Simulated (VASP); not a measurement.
# Al in VASP: further runs

The runs below take Al through single point, with PBE+D3(BJ).

All numbers are computed with VASP 6.6.1; they aren't measurements. Logs are shortened: lines on timing, memory, paths and dates and some standing lists are left out, and cuts for length are marked.

## Step 1: The cell of the first run

It takes space group I4/mmm (No. 139, tetragonal). The conventional cell has a = 2.816 Å, b = 2.816 Å, c = 3.889 Å, α = 90.00°, β = 90.00°, γ = 90.00°. Within 3.7 Å of Al (site symmetry 4/mmm) lie 12 Al at 2.78 to 2.82 Å.

## Step 2: Single point, PBE+D3(BJ) (engineering shear strain xz +0.0000, normal strain along z -0.0233)

The input, INCAR:

```
SYSTEM = Al
PREC     = Accurate       ! precision mode
ENCUT    = 520            ! plane-wave cutoff, eV
EDIFF    = 1E-7           ! SCF threshold, eV
ISMEAR   = 0              ! smearing method
SIGMA    = 0.15           ! smearing width, eV
LREAL    = .False.        ! projectors in reciprocal space
LASPH    = .True.         ! aspherical terms in the spheres
NELM     = 60             ! most SCF steps
ALGO     = Fast           ! electronic algorithm
ISIF     = 2              ! what is computed and relaxed
LWAVE    = .False.        ! write WAVECAR
LCHARG   = .False.        ! write CHGCAR
GGA      = PE             ! functional
IVDW     = 12             ! dispersion correction
NBANDS   = 8              ! bands
```

The input, KPOINTS:

```
Automatic mesh
0
Gamma
  20 20 20
  0 0 0
```

The input, POSCAR:

```
Al
1.0
    0.0000000000      1.9910220790      1.9446312646
    1.9910220790      0.0000000000      1.9446312646
    1.9910220790      1.9910220790      0.0000000000
Al
1
Direct
    0.0000000000      0.0000000000      0.0000000000
```

Potentials or basis: VASP PAW PBE potentials, release 64 (Al).

Command:

```
$ cat potpaw_PBE.64/Al/POTCAR > POTCAR
$ mpirun -np 1 vasp_std > vasp.out
```

OUTCAR:

```text
SYSTEM = Al
   PREC = Accurate
   ENCUT = 520
   EDIFF = 1E-7
   ISMEAR = 0
   LREAL = .False.
   LASPH = .True.
   NELM = 60
   ISIF = 2
   GGA = PE
   IVDW = 12
 IVDW          = 12

 ion  position               nearest neighbor table
   1  0.000  0.000  0.000-

  LATTYP: Found a body centered tetragonal cell.
 ALAT       =     2.8157304271
 C/A-ratio  =     1.3812623864

  Lattice vectors:

 A1 = (   0.0000000000,  -1.9910220790,  -1.9446312646)
 A2 = (   0.0000000000,   1.9910220790,  -1.9446312646)
 A3 = (   1.9910220790,   0.0000000000,   1.9446312646)

Analysis of symmetry for initial positions (statically):
=====================================================================
 Subroutine PRICEL returns:
 Original cell was already a primitive cell.

 Routine SETGRP: Setting up the symmetry group for a
 body centered tetragonal supercell.

 Subroutine GETGRP returns: Found 16 space group operations
 (whereof 16 operations were pure point group operations)
 out of a pool of 16 trial point group operations.

The static configuration has the point symmetry D_4h.

Analysis of symmetry for dynamics (positions and initial velocities):
=====================================================================
 Subroutine PRICEL returns:
 Original cell was already a primitive cell.

 Routine SETGRP: Setting up the symmetry group for a
 body centered tetragonal supercell.

 Subroutine GETGRP returns: Found 16 space group operations
 (whereof 16 operations were pure point group operations)
 out of a pool of 16 trial point group operations.

The dynamic configuration has the point symmetry D_4h.

 Subroutine INISYM returns: Found 16 space group operations
 (whereof 16 operations are pure point group operations),
 and found     1 'primitive' translations

----------------------------------------------------------------------------------------

                                     Primitive cell

  volume of cell :      15.4177

  direct lattice vectors                    reciprocal lattice vectors
     0.000000000  1.991022079  1.944631265    -0.251127301  0.251127301  0.257118154
     1.991022079  0.000000000  1.944631265     0.251127301 -0.251127301  0.257118154
     1.991022079  1.991022079  0.000000000     0.251127301  0.251127301 -0.257118154

  length of vectors
     2.783120492  2.783120492  2.815730427     0.438451351  0.438451351  0.438451351

  position of ions in fractional coordinates (direct lattice)
     0.000000000  0.000000000  0.000000000

  ion indices of the primitive-cell ions
   primitive index   ion index
                 1           1

----------------------------------------------------------------------------------------

 KPOINTS: Automatic mesh

Automatic generation of k-mesh.
 Grid dimensions read from file:
 generate k-points for:   20   20   20

 Generating k-lattice:

  Cartesian coordinates                     Fractional coordinates (reciprocal lattice)
    -0.012556365  0.012556365  0.012855908     0.050000000  0.000000000  0.000000000
     0.012556365 -0.012556365  0.012855908     0.000000000  0.050000000  0.000000000
     0.012556365  0.012556365 -0.012855908     0.000000000  0.000000000  0.050000000

  Length of vectors
     0.021922568  0.021922568  0.021922568

  Shift w.r.t. Gamma in fractional coordinates (k-lattice)
     0.000000000  0.000000000  0.000000000

 Subroutine IBZKPT returns following result:
 ===========================================

 Found    641 irreducible k-points:

 Following reciprocal coordinates:
            Coordinates               Weight
  0.000000  0.000000  0.000000      1.000000
  0.050000  0.000000  0.000000      8.000000
  0.100000  0.000000  0.000000      8.000000
  0.150000  0.000000  0.000000      8.000000
  0.200000  0.000000  0.000000      8.000000
  0.250000  0.000000  0.000000      8.000000
[... 16 lines left out ...]
 -0.400000  0.050000  0.000000      8.000000
 -0.350000  0.050000  0.000000      8.000000
 [... further k-points ...]
   k-points           NKPTS =    641   k-points in BZ     NKDIM =    641   number of bands    NBANDS=      8
   number of dos      NEDOS =    301   number of ions     NIONS =      1
   total plane-waves  NPLWV =  13824
   dimension x,y,z NGX =    24 NGY =   24 NGZ =   24
   dimension x,y,z NGXF=    48 NGYF=   48 NGZF=   48
   ions per type =               1
   NGX,Y,Z   is equivalent  to a cutoff of  14.34, 14.34, 14.17 a.u.
   NGXF,Y,Z  is equivalent  to a cutoff of  28.67, 28.67, 28.34 a.u.
 SYSTEM =  Al
   PREC   = accura    normal or accurate (medium, high low for compatibility)
   ISTART =      0    job   : 0-new  1-cont  2-samecut
   ICHARG =      2    charge: 1-file 2-atom 10-const
   ISPIN  =      1    spin polarized calculation?
   LNONCOLLINEAR =      F non collinear calculations
   LSORBIT =      F    spin-orbit coupling
   LASPH  =      T    aspherical Exc in radial PAW
   ENCUT  =  520.0 eV  38.22 Ry    6.18 a.u.   5.17  5.17  5.24*2*pi/ulx,y,z
   NELM   =     60;   NELMIN=  2; NELMDL= -5     # of ELM steps
   EDIFF  = 0.1E-06   stopping-criterion for ELM
   LREAL  =      F    real-space projection
   EDIFFG = 0.1E-05   stopping-criterion for IOM
   NSW    =      0    number of steps for IOM
   IBRION =     -1    ionic relax: 0-MD 1-quasi-New 2-CG
   NFREE  =      0    steps in history (QN), initial steepest desc. (CG)
   ISIF   =      2    stress and relaxation
   ISYM   =      2    0-nonsym 1-usesym 2-fastsym
   POTIM  = 0.5000    time-step for ionic-motion
   TEBEG  =    0.0;   TEEND  =   0.0 temperature during run
   PSTRESS=    0.0 pullay stress
   NELECT =       3.0000    total number of electrons
   NUPDOWN=      -1.0000    fix difference up-down
   EMIN   =  10.00;   EMAX   =-10.00  energy-range for DOS
   EFERMI =   0.00;   METHOD = LEGACY
   ISMEAR =     0;   SIGMA  =   0.15  broadening in eV -4-tet -1-fermi 0-gaus
   EFERMI_NEDOS =   21; number of points for ismear=-14 and -15
   IALGO  =     68    algorithm
   IMIX   =      4    mixing-type and parameters
     AMIX     =   0.40;   BMIX     =  1.00
     AMIX_MAG =   1.60;   BMIX_MAG =  1.00
  volume/ion in A,a.u.               =      15.42       104.04
  Fermi-wavevector in a.u.,A,eV,Ry     =   0.948656  1.792700 12.244540  0.899948
  Thomas-Fermi vector in A             =   2.076865
   LORBIT       =      0    0 simple, 1 ext, 2 COOP (PROOUT), +10 PAW based schemes
   GGA     = PE    functional components
   LHFCALC =     F    Hartree Fock is set to
   AEXX    =    0.0000 exact exchange contribution
   IVDW    =    12    specifies the selected vdW correction
   LEPSILON=     F    determine dielectric tensor
   LRPA    =     F    only Hartree local field effects (RPA)
 non-spin polarized calculation
 RMM-DIIS sequential band-by-band and
 Gauss-broadening in eV      SIGMA  =   0.15
  energy-cutoff  :      520.00
  volume of cell :       15.42
 maximum number of plane-waves:       436
 NGX is ok and might be reduce to    24
   NGX = 11   NGY = 11   NGZ = 11

 number of electron       3.0000000 magnetization

 Free energy of the ion-electron system (eV)
  ---------------------------------------------------
  ext. energy  EPLUGINS =         0.00000000
  ---------------------------------------------------
  free energy    TOTEN  =        -3.72832084 eV

  energy without entropy =       -3.72411733  energy(sigma->0) =       -3.72621908

 E-fermi :   8.7566     XC(G=0): -10.4447

 val. band max:        8.7540255881   @ k =  -0.4500   0.3500   0.0500
 cond. band min:       8.7632597707   @ k =  -0.3500   0.4000   0.0500
 fundamental gap:      0.0092341826
 Fermi energy:         8.7565733931

 k-point     1 :       0.0000    0.0000    0.0000
  band No.  band energies     occupation
      1      -2.8854      2.00000
      2      21.6482      0.00000
      3      21.6482      0.00000
      4      21.9117      0.00000
      5      23.6995      0.00000
      6      23.7815      0.00000
      7      23.7815      0.00000
      8      25.7015      0.00000

 k-point     2 :       0.0500    0.0000    0.0000
  band No.  band energies     occupation
      1      -2.8143      2.00000
      2      20.4556      0.00000
      3      21.4293      0.00000
      4      21.6205      0.00000
      5      24.0390      0.00000
      6      24.1121      0.00000
      7      24.2023      0.00000
      8      26.4873      0.00000

 k-point     3 :       0.1000    0.0000    0.0000
  band No.  band energies     occupation
      1      -2.6012      2.00000
      2      18.4221      0.00000
      3      20.9969      0.00000
      4      21.2080      0.00000
      5      24.2344      0.00000
      6      24.7939      0.00000
      7      24.8584      0.00000
      8      27.0885      0.00000

 k-point     4 :       0.1500    0.0000    0.0000
  band No.  band energies     occupation
      1      -2.2468      2.00000
      2      16.3261      0.00000
      3      20.5689      0.00000
      4      20.8165      0.00000
      5      24.0722      0.00000
      6      25.4505      0.00000
      7      25.6446      0.00000
      8      26.4342      0.00000

 k-point     5 :       0.2000    0.0000    0.0000
  band No.  band energies     occupation
      1      -1.7522      2.00000
      2      14.2768      0.00000
      3      20.2168      0.00000
      4      20.5061      0.00000
      5      23.8828      0.00000
      6      24.7085      0.00000
      7      25.4456      0.00000
      8      27.1303      0.00000
[... 177 lines left out ...]
 k-point    22 :      -0.4500    0.0500    0.0000
  band No.  band energies     occupation
      1       3.1949      2.00000
      2       5.1002      2.00000
      3      19.2930      0.00000
      4      19.6353      0.00000
      5      21.3295      0.00000
      6      21.3414      0.00000
      7      24.7043      0.00000
      8      26.1734      0.00000

 k-point    23 :      -0.4000    0.0500    0.0000
  band No.  band energies     occupation
      1       2.0010      2.00000
      2       6.5871      2.00000
      3      18.9951      0.00000
      4      20.1522      0.00000
      5      21.1051      0.00000
      6      21.8653      0.00000
      7      24.4073      0.00000
      8      26.7936      0.00000

 k-point    24 :      -0.3500    0.0500    0.0000
  band No.  band energies     occupation
      1       0.9265      2.00000
      2       8.2003      2.00000
      3      18.8130      0.00000
      4      20.7550      0.00000
      5      21.0172      0.00000
      6      22.5177      0.00000
      7      24.2337      0.00000
      8      27.5136      0.00000

 [... further k-points ...]

------------------------ aborting loop because EDIFF is reached ----------------------------------------

 Edisp (eV)   -0.36093

 E8    (eV) :    -0.1616

  FORCE on cell =-STRESS in cart. coord.  units (eV):
  Direction    XX          YY          ZZ          XY          YZ          ZX
  --------------------------------------------------------------------------------------
  -------------------------------------------------------------------------------------
  Total       0.17546     0.17546     0.27421     0.00000    -0.00000    -0.00000
  in kB      18.23364    18.23364    28.49542     0.00000    -0.00000    -0.00000
  external pressure =       21.65 kB  Pullay stress =        0.00 kB

 VOLUME and BASIS-vectors are now :
 -----------------------------------------------------------------------------
  energy-cutoff  :      520.00
  volume of cell :       15.42
      direct lattice vectors                 reciprocal lattice vectors
     0.000000000  1.991022079  1.944631265    -0.251127301  0.251127301  0.257118154
     1.991022079  0.000000000  1.944631265     0.251127301 -0.251127301  0.257118154
     1.991022079  1.991022079  0.000000000     0.251127301  0.251127301 -0.257118154

 POSITION                                       TOTAL-FORCE (eV/Angst)
 -----------------------------------------------------------------------------------
      0.00000      0.00000      0.00000         0.000000      0.000000      0.000000
 -----------------------------------------------------------------------------------
    total drift:                                0.000000     -0.000000     -0.000000

  FREE ENERGIE OF THE ION-ELECTRON SYSTEM (eV)
  ---------------------------------------------------
  free  energy   TOTEN  =        -4.0892467146 eV

  energy  without entropy=       -4.0850432004  energy(sigma->0) =       -4.08714496
```

It took 23 s on 1 thread of Intel Xeon 6975P-C (Granite Rapids), shared host; peak memory 0.2 GiB.

What came out:

```yaml
Free_energy: -4.0892 eV
Pressure: 2.2 GPa
Band_gap_on_the_k_mesh: zero (an odd number of electrons rules out a gap without spin polarisation)
Dispersion_energy_per_atom: -0.361 eV
```

Caveat: the cell differs from its parent crystal (engineering shear strain xz +0.0000, normal strain along z -0.0233).

## Step 3: Single point, PBE+D3(BJ) (engineering shear strain xz +0.0000, normal strain along z +0.0233)

The input, INCAR:

```
ALGO = Fast
EDIFF = 1E-6
ENCUT = 520
GGA = PE
ISIF = 2
ISMEAR = 0
IVDW = 12
LASPH = T
LCHARG = F
LREAL = F
LWAVE = F
NBANDS = 8
NELM = 100
PREC = Accurate
SIGMA = 0.15
```

The input, KPOINTS:

```
k-points
0
Gamma
  20 20 20
```

The input, POSCAR:

```
Al
1.0
    0.0000000000      1.9910220790      2.0374128934
    1.9910220790      0.0000000000      2.0374128934
    1.9910220790      1.9910220790      0.0000000000
Al
1
Direct
    0.0000000000      0.0000000000      0.0000000000
```

Potentials or basis: VASP PAW PBE potentials, release 64 (Al).

Command:

```
$ cat potpaw_PBE.64/Al/POTCAR > POTCAR
$ mpirun -np 1 vasp_std > vasp.out
```

OUTCAR:

```text
EDIFF = 1E-6
   ENCUT = 520
   GGA = PE
   ISIF = 2
   ISMEAR = 0
   IVDW = 12
   LASPH = T
   LREAL = F
   NELM = 100
   PREC = Accurate
 IVDW          = 12

 ion  position               nearest neighbor table
   1  0.000  0.000  0.000-

  LATTYP: Found a body centered tetragonal cell.
 ALAT       =     2.8157304271
 C/A-ratio  =     1.4471647383

  Lattice vectors:

 A1 = (  -1.9910220790,   0.0000000000,   2.0374128934)
 A2 = (   1.9910220790,   0.0000000000,   2.0374128934)
 A3 = (   0.0000000000,   1.9910220790,  -2.0374128934)

[... 445 lines left out ...]
 [... further k-points ...]

------------------------ aborting loop because EDIFF is reached ----------------------------------------

 Edisp (eV)   -0.34383

 E8    (eV) :    -0.1538

  FORCE on cell =-STRESS in cart. coord.  units (eV):
  Direction    XX          YY          ZZ          XY          YZ          ZX
  --------------------------------------------------------------------------------------
  -------------------------------------------------------------------------------------
  Total      -0.15401    -0.15401    -0.26732     0.00000     0.00000     0.00000
  in kB     -15.27575   -15.27575   -26.51395     0.00000     0.00000     0.00000
  external pressure =      -19.02 kB  Pullay stress =        0.00 kB

 VOLUME and BASIS-vectors are now :
 -----------------------------------------------------------------------------
  energy-cutoff  :      520.00
  volume of cell :       16.15
      direct lattice vectors                 reciprocal lattice vectors
     0.000000000  1.991022079  2.037412893    -0.251127301  0.251127301  0.245409265
     1.991022079  0.000000000  2.037412893     0.251127301 -0.251127301  0.245409265
     1.991022079  1.991022079  0.000000000     0.251127301  0.251127301 -0.245409265

 POSITION                                       TOTAL-FORCE (eV/Angst)
 -----------------------------------------------------------------------------------
      0.00000      0.00000      0.00000         0.000000      0.000000      0.000000
 -----------------------------------------------------------------------------------
    total drift:                                0.000000     -0.000000     -0.000000

  FREE ENERGIE OF THE ION-ELECTRON SYSTEM (eV)
  ---------------------------------------------------
  free  energy   TOTEN  =        -4.0893157319 eV

  energy  without entropy=       -4.0848703227  energy(sigma->0) =       -4.08709303
```

OSZICAR:

```text
N       E                     dE             d eps       ncg     rms          rms(c)
DAV:   1    -0.231623022928E+01   -0.23162E+01   -0.88424E+02 10296   0.206E+02
DAV:   2    -0.376146765498E+01   -0.14452E+01   -0.14025E+01 14472   0.190E+01
DAV:   3    -0.376843541523E+01   -0.69678E-02   -0.69618E-02 13248   0.148E+00
DAV:   4    -0.376845276843E+01   -0.17353E-04   -0.17353E-04 15848   0.651E-02
DAV:   5    -0.376845281522E+01   -0.46791E-07   -0.46155E-07 13472   0.195E-03    0.134E+00
RMM:   6    -0.375516658665E+01    0.13286E-01   -0.10083E-03 10263   0.182E-01    0.786E-01
RMM:   7    -0.374546847178E+01    0.96981E-02   -0.33204E-03 11266   0.313E-01    0.125E-01
RMM:   8    -0.374548438320E+01   -0.15911E-04   -0.15847E-04 11323   0.791E-02    0.236E-02
RMM:   9    -0.374548638306E+01   -0.19999E-05   -0.23244E-05 11816   0.295E-02    0.122E-02
RMM:  10    -0.374548567439E+01    0.70867E-06   -0.49112E-06 12076   0.137E-02
   1 F= -.40893157E+01 E0= -.40870930E+01  d E =-.444541E-02
```

Run time: 19 s. Hardware: 1 thread of Intel Xeon 6975P-C (Granite Rapids), shared host; peak memory 0.19 GiB.

What came out:

* Free energy: -4.0893 eV
* Pressure: -1.9 GPa
* Band gap on the k mesh: zero (an odd number of electrons rules out a gap without spin polarisation)
* Dispersion energy per atom: -0.344 eV

Stress tensor (GPa, compression positive):
```
-1.53  0.00  0.00
 0.00 -1.53  0.00
 0.00  0.00 -2.65
```

Caveat: the cell differs from its parent crystal (engineering shear strain xz +0.0000, normal strain along z +0.0233).

## Step 4: Single point, PBE+D3(BJ) (engineering shear strain xz +0.0000, normal strain along z +0.0467)

The input, INCAR:

```
PREC = Accurate
ENCUT = 520
EDIFF = 1E-6
ISMEAR = 0
SIGMA = 0.15
LREAL = False
LASPH = True
NELM = 60
ALGO = Fast
ISIF = 2
LWAVE = False
LCHARG = True
GGA = PE
IVDW = 12
LELF = True
LVHAR = True
NBANDS = 8
```

The input, KPOINTS:

```
regular mesh
0
Gamma
  20 20 20
```

The input, POSCAR:

```
Al
1.0
    0.0000000000      1.9910220790      2.0840028101
    1.9910220790      0.0000000000      2.0840028101
    1.9910220790      1.9910220790      0.0000000000
Al
1
Direct
    0.0000000000      0.0000000000      0.0000000000
```

Command:

```
$ cat potpaw_PBE.64/Al/POTCAR > POTCAR
$ mpirun -np 1 vasp_std > vasp.out
```

Wall time 20 s (1 thread of Intel Xeon 6975P-C (Granite Rapids), shared host); peak memory 0.2 GiB.

The run converged. Its results:

```yaml
Free_energy: -4.0802 eV
Pressure: -3.5 GPa
Band_gap_on_the_k_mesh: zero (an odd number of electrons rules out a gap without spin polarisation)
Dispersion_energy_per_atom: -0.336 eV
```

Stress tensor (GPa, compression positive):
```
-2.68  0.00  0.00
 0.00 -2.68  0.00
 0.00  0.00 -5.08
```

Levels at points of the mesh, in eV from the Fermi level:
```csv
k point,band 1,band 2,band 3,band 4,band 5
"(0.00, 0.00, 0.00)",-11.15,12.28,12.79,12.79,14.04
"(0.50, 0.00, 0.00)",-4.60,-4.39,10.70,10.86,11.95
"(0.50, 0.50, 0.00)",-3.36,-2.24,5.59,6.14,6.14
"(0.50, 0.00, 0.50)",-2.72,-1.31,5.09,5.15,5.47
```

Caveat: the cell differs from its parent crystal (engineering shear strain xz +0.0000, normal strain along z +0.0467); the cell stands under tension.

(Continued in part 2 of 2.)
